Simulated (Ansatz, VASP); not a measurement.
**Two plane-wave programs on BAs**

```
CELL_PARAMETERS angstrom
2.95701 0.00000 0.00000
0.00000 2.95701 0.00000
0.00000 0.00000 2.95701
ATOMIC_POSITIONS crystal
B 0.50000 0.50000 0.50000
As 0.00000 0.00000 0.00000
```

Alike in both runs: task single point; functional PBE-based screened hybrid with a share of 0.4 of exact exchange and HFSCREEN = 0.2; k mesh 5 × 5 × 5; occupations fermi-dirac, width 0.05 eV; no spin polarisation.

```csv
,VASP,Ansatz
version,VASP 6.6.1,Ansatz 0.2.0
potentials or method,"VASP PAW PBE potentials, release 64 (B, As)",Ansatz PAW
plane-wave cutoff (eV),520,420
valence electrons in the cell,8,18
```

VASP gave:

```
gap on the k mesh at the Fermi level (eV) : none
pressure (GPa)                            : -11.1
```

**Question.** Which values does Ansatz return?

**Answer.** gap on the k mesh at the Fermi level (eV): none; pressure (GPa): -10.5.

VASP's potentials were made for PBE, not for PBE-based screened hybrid. A gap of «none» marks a metal or a gap that the smearing closes. VASP's potentials hold 8 valence electrons a cell and Ansatz's 18, so a difference there can come from the potentials and not from the codes.

The k mesh is coarse, so the values compare programs but aren't converged.
